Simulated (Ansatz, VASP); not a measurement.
# Two plane-wave programs on BeS

File POSCAR:

```
BeS
1.0
    0.0000000000      2.4343062291      2.4343062291
    2.3788040471      0.0000000000      2.4343062291
    2.3788040471      2.4343062291      0.0000000000
Be S
1 1
Direct
    0.0000000000      0.0000000000      0.0000000000
    0.2500000000      0.2500000000      0.2500000000
```

File INCAR.step1:

```
ALGO = Normal ; EDIFF = 1E-5
ENCUT = 520 ; GGA = PE
ISIF = 2 ; ISMEAR = 0
LASPH = True ; LCHARG = False
LREAL = False ; LWAVE = True
NBANDS = 11 ; NELM = 100
PREC = Accurate ; SIGMA = 0.01
```

INCAR.step2

```
ALGO = Normal ; EDIFF = 1E-6
ENCUT = 520 ; GGA = PE
HFSCREEN = 0.2079 ; ISIF = 2
ISMEAR = 0 ; ISTART = 1
LASPH = True ; LCHARG = False
LHFCALC = True ; LREAL = False
LWAVE = False ; NBANDS = 11
NELM = 100 ; PREC = Accurate
PRECFOCK = Normal ; SIGMA = 0.01
```

Contents of KPOINTS:

```
k-points
0
Gamma
  6 6 6
```

Input for Ansatz:

```yaml
crystal:
  lattice:
    - [0.0, 2.4343062291, 2.4343062291]
    - [2.3788040471, 0.0, 2.4343062291]
    - [2.3788040471, 2.4343062291, 0.0]
  atoms:
    - { symbol: Be, position: [0.0, 0.0, 0.0] }
    - { symbol: S, position: [0.25, 0.25, 0.25] }
kpoints:
  mp_grid: { grid: [6, 6, 6] }
  band_path:
    path:
      - [0.0, 0.0, 0.0]
      - [-0.5, -0.5, 0.0]
      - [-0.375, -0.375, 0.25]
      - [-0.375, 0.0, 0.375]
      - [0.0, 0.0, 0.5]
      - [-0.5, -0.25, 0.25]
      - [-0.0375, 0.0, 0.0375]
    npoints: 1
hamiltonian:
  xc: hse06
scf:
  occupations: { method: fixed }
  n_extra_bands: 4
output:
  forces: true
  stress: true
  eigenvalues: true
  write_density: true
  write_potential: true
  elf: true
  volumetric_format: npy
```

Change from the starting cell: uniaxial_x strain -2.3%.

Alike in both runs: task single point; functional HSE06; k mesh 6 × 6 × 6; no spin polarisation.

```csv
,VASP,Ansatz
version,VASP 6.6.1,Ansatz 0.2.0
potentials or method,"VASP PAW PBE potentials, release 64 (Be, S)","plane waves, PAW"
plane-wave cutoff (eV),520,420
occupations,"gaussian, width 0.01 eV",fixed
valence electrons in the cell,8,8
```

Ansatz gave:

| Quantity | Value |
| --- | --- |
| gap on the k mesh at the Fermi level (eV) | 3.83 |
| pressure (GPa) | 1.4 |
| traceless stress, the component that is largest in VASP (GPa) | 1.53 |

Q: What did VASP give for the same quantities?

A: gap on the k mesh at the Fermi level (eV): 3.82; pressure (GPa): 1.2; traceless stress, the component that is largest in VASP (GPa): 1.53.

Ansatz's warnings: stress exchange threshold loose, stress scf threshold loose.
